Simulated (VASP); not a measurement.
# Re (P1) in VASP: single point with r2SCAN

Aim: the single point of Re with r2SCAN.

All numbers are computed with VASP 6.6.1; they aren't measurements. Logs are shortened: lines on timing, memory, paths and dates and some standing lists are left out, and cuts for length are marked.

**1. The cell of the first run**

The typed cell holds 8 atoms: a = 4.718 Å, b = 5.572 Å, c = 4.485 Å, α = 88.58°, β = 91.17°, γ = 90.77°.

**2. Single point, r2SCAN**

The input, POSCAR:

```
Re
1.0
    4.1016420000      2.3312240000     -0.0485290000
   -2.8176970000      4.8066740000      0.0685300000
   -0.0668490000      0.0252970000      4.4846090000
Re
8
Direct
    0.1450640000      0.2300300000      0.2384870000
    0.1921140000      0.7769420000      0.2477570000
    0.6379480000      0.0086170000      0.2334410000
    0.6595340000      0.4977110000      0.2298570000
    0.3274560000      0.4996490000      0.7862480000
    0.3329620000      0.9955350000      0.7674000000
    0.8238590000      0.2823000000      0.7577050000
    0.8219270000      0.7227180000      0.8067180000
```

The input, INCAR.step1:

```
SYSTEM = Re
PREC = Accurate ; ENCUT = 520
ISMEAR = 1 ; SIGMA = 0.0275
LREAL = .False. ; LASPH = .True.
NELM = 80 ; NBANDS = 38
GGA = PE ; ALGO = Normal
EDIFF = 1E-4 ; LWAVE = .True.
LCHARG = .False.
```

The input, INCAR.step2:

```
SYSTEM = Re
PREC = Accurate ; ENCUT = 520
EDIFF = 1E-7 ; ISMEAR = 1
SIGMA = 0.0275 ; LREAL = .False.
LASPH = .True. ; NELM = 80
ALGO = Normal ; ISIF = 2
LWAVE = .False. ; LCHARG = .False.
METAGGA = R2SCAN ; LMIXTAU = .True.
NBANDS = 38 ; ISTART = 1
```

The input, KPOINTS:

```
Automatic mesh
0
Gamma
  4 3 4
  0 0.5 0.5
```

Potentials or basis: VASP PAW PBE potentials, release 64 (Re).

Launch:

```bash
$ cat potpaw_PBE.64/Re/POTCAR > POTCAR
$ cp INCAR.step1 INCAR
$ mpirun -np 1 vasp_std > vasp.out
$ cp INCAR.step2 INCAR
$ mpirun -np 1 vasp_std > vasp.out
```

OUTCAR:

```text
SYSTEM = Re
   PREC = Accurate
   ENCUT = 520
   EDIFF = 1E-7
   ISMEAR = 1
   LREAL = .False.
   LASPH = .True.
   NELM = 80
   ISIF = 2
   METAGGA = R2SCAN
   ISTART = 1

 ion  position               nearest neighbor table
   1  0.145  0.230  0.238-   2 2.54   7 2.62   5 2.65   3 2.65   3 2.68   6 2.68   4 2.75   6 2.81
                             7 2.83   4 2.83   5 3.02   2 3.05
   2  0.192  0.777  0.248-   3 2.45   1 2.54   6 2.54   8 2.63   5 2.71   4 2.72   6 2.72   5 2.90
                             3 2.93   4 2.94   1 3.05   8 3.09
   3  0.638  0.009  0.233-   2 2.45   6 2.52   1 2.65   1 2.68   8 2.69   4 2.73   7 2.74   6 2.82
                             4 2.85   2 2.93   7 2.95   8 3.11
   4  0.660  0.498  0.230-   8 2.38   5 2.51   7 2.60   2 2.72   3 2.73   7 2.73   1 2.75   1 2.83
                             3 2.85   2 2.94   5 2.97   8 2.98
   5  0.327  0.500  0.786-   4 2.51   8 2.63   1 2.65   7 2.65   7 2.66   2 2.71   8 2.71   6 2.76
                             6 2.81   2 2.90   4 2.97   1 3.02
   6  0.333  0.996  0.767-   3 2.52   2 2.54   1 2.68   2 2.72   5 2.76   8 2.78   7 2.80   5 2.81
                             1 2.81   3 2.82   8 2.84   7 2.90
   7  0.824  0.282  0.758-   8 2.47   4 2.60   1 2.62   5 2.65   5 2.66   4 2.73   3 2.74   6 2.80
                             1 2.83   6 2.90   3 2.95   8 3.12
   8  0.822  0.723  0.807-   4 2.38   7 2.47   5 2.63   2 2.63   3 2.69   5 2.71   6 2.78   6 2.84
                             4 2.98   2 3.09   3 3.11   7 3.12

  LATTYP: Found a triclinic cell.
 ALAT       =     4.4851785483
 B/A-ratio  =     1.5754446642
 C/A-ratio  =     1.0519304189
 COS(alpha) =     0.0023328698
 COS(beta)  =     0.0204546580
 COS(gamma) =     0.6152643870

  Lattice vectors:

 A1 = (   0.0668490000,  -0.0252970000,  -4.4846090000)
 A2 = (  -2.7508480000,   4.7813770000,  -4.4160790000)
 A3 = (   4.1016420000,   2.3312240000,  -0.0485290000)

Analysis of symmetry for initial positions (statically):
=====================================================================
 Subroutine PRICEL returns:
 Original cell was already a primitive cell.

 Routine SETGRP: Setting up the symmetry group for a
 triclinic supercell.

 Subroutine GETGRP returns: Found  1 space group operations
 (whereof  1 operations were pure point group operations)
 out of a pool of  2 trial point group operations.

The static configuration has the point symmetry C_1 .

Analysis of symmetry for dynamics (positions and initial velocities):
[... 128 lines left out ...]
   ISIF   =      2    stress and relaxation
   ISYM   =      2    0-nonsym 1-usesym 2-fastsym
   POTIM  = 0.5000    time-step for ionic-motion
   TEBEG  =    0.0;   TEEND  =   0.0 temperature during run
   PSTRESS=    0.0 pullay stress
   NELECT =      56.0000    total number of electrons
   NUPDOWN=      -1.0000    fix difference up-down
   EMIN   =  10.00;   EMAX   =-10.00  energy-range for DOS
   EFERMI =   0.00;   METHOD = LEGACY
   ISMEAR =     1;   SIGMA  =   0.03  broadening in eV -4-tet -1-fermi 0-gaus
   EFERMI_NEDOS =   21; number of points for ismear=-14 and -15
   IALGO  =     38    algorithm
   IMIX   =      4    mixing-type and parameters
     AMIX     =   0.40;   BMIX     =  1.00
     AMIX_MAG =   1.60;   BMIX_MAG =  1.00
  volume/ion in A,a.u.               =      14.73        99.41
  Fermi-wavevector in a.u.,A,eV,Ry     =   1.277525  2.414171 22.205646  1.632069
  Thomas-Fermi vector in A             =   2.410119
   LORBIT       =      0    0 simple, 1 ext, 2 COOP (PROOUT), +10 PAW based schemes
   METAGGA = R2SCAN    functional components
   LHFCALC =     F    Hartree Fock is set to
   AEXX    =    0.0000 exact exchange contribution
   IVDW    =     0    specifies the selected vdW correction
   LEPSILON=     F    determine dielectric tensor
   LRPA    =     F    only Hartree local field effects (RPA)
 non-spin polarized calculation
 Methfessel and Paxton  Order N= 1 SIGMA  =   0.03
  energy-cutoff  :      520.00
  volume of cell :      117.84
 maximum number of plane-waves:      3189
   NGX = 17   NGY = 21   NGZ = 17

 number of electron      56.0000000 magnetization

 Free energy of the ion-electron system (eV)
  ---------------------------------------------------
  ext. energy  EPLUGINS =         0.00000000
  ---------------------------------------------------
  free energy    TOTEN  =      -417.38508060 eV

  energy without entropy =     -417.38442763  energy(sigma->0) =     -417.38486294

 E-fermi :   7.7550     XC(G=0): -14.9089

 val. band max:        7.7514675237   @ k =   0.2500  -0.1667   0.1250
 cond. band min:       7.7576703642   @ k =   0.2500   0.1667   0.3750
 fundamental gap:      0.0062028404
 Fermi energy:         7.7549931369

 k-point     1 :      -0.0000    0.1667    0.1250
  band No.  band energies     occupation
      1      -2.2148      2.00000
      2       0.8213      2.00000
      3       1.2450      2.00000
      4       1.5363      2.00000
      5       1.6716      2.00000
      6       2.2041      2.00000
[... 973 lines left out ...]
     37      11.1582      0.00000
     38      11.1954      0.00000

------------------------ aborting loop because EDIFF is reached ----------------------------------------

  FORCE on cell =-STRESS in cart. coord.  units (eV):
  Direction    XX          YY          ZZ          XY          YZ          ZX
  --------------------------------------------------------------------------------------
  -------------------------------------------------------------------------------------
  Total        8.9319241     13.0345611     11.4525458      3.9505607     -2.0734522      3.7997734
  in kB      121.4369475    177.2157146    155.7068991     53.7111631    -28.1903098     51.6610838
  external PRESSURE =     151.4531871 kB  Pullay stress =       0.0000000 kB

 VOLUME and BASIS-vectors are now :
 -----------------------------------------------------------------------------
  energy-cutoff  :      520.00
  volume of cell :      117.84
      direct lattice vectors                 reciprocal lattice vectors
     4.101642000  2.331224000 -0.048529000     0.182906677  0.107190583  0.002121819
    -2.817697000  4.806674000  0.068530000    -0.088726800  0.156063367 -0.002202920
    -0.066849000  0.025297000  4.484609000     0.003335124 -0.001224894  0.223041504

 POSITION                                       TOTAL-FORCE (eV/Angst)
 -----------------------------------------------------------------------------------
     -0.06910      1.44989      1.07825        -0.860762      2.240680      1.085024
     -1.41777      4.18864      1.15501        -0.953483     -4.601872      1.757808
      2.57675      1.53452      1.01652         3.103695      0.799459      1.565392
      1.28741      3.93567      1.03292        -0.484905     -0.124414      3.843516
     -0.11731      3.18491      3.54436        -1.060033     -0.315499     -1.959569
     -1.49072      5.58083      3.49355        -0.391908      0.588883     -1.459420
      2.53309      3.29669      3.37738         1.757410     -3.009384     -1.165748
      1.28092      5.41037      3.62746        -1.110015      4.422147     -3.667003
 -----------------------------------------------------------------------------------
    total drift:                               -0.000193      0.000139      0.000053

  FREE ENERGIE OF THE ION-ELECTRON SYSTEM (eV)
  ---------------------------------------------------
  free  energy   TOTEN  =      -417.3850805998 eV

  energy  without entropy=     -417.3844276312  energy(sigma->0) =     -417.38486294
```

Run time: 7.3 min. Hardware: 1 thread of Intel Xeon Platinum 8259CL at 2.50GHz (Skylake/Cascade Lake), shared host; peak memory 0.27 GiB.

Results:

```yaml
Free_energy: -417.3851 eV
Pressure: 15.1 GPa
Largest_force: 5.851 eV/Å
Band_gap_on_the_k_mesh: zero (band 28 reaches 8.12 eV, above the bottom of band 29 at 7.46 eV)
```

Forces on the atoms (eV/Å):
```
Re  -0.861  2.241  1.085
Re  -0.953 -4.602  1.758
Re   3.104  0.799  1.565
Re  -0.485 -0.124  3.844
Re  -1.060 -0.315 -1.960
Re  -0.392  0.589 -1.459
Re   1.757 -3.009 -1.166
Re  -1.110  4.422 -3.667
```

Stress tensor (GPa, compression positive):
```
12.14  5.37  5.17
 5.37 17.72 -2.82
 5.17 -2.82 15.57
```

Caveat: the k points lie up to 0.38 Å⁻¹ apart; the PAW data sets were made with another functional, which shifts forces and pressure a little; spin-orbit coupling is left out, which moves the levels of the heavy elements.
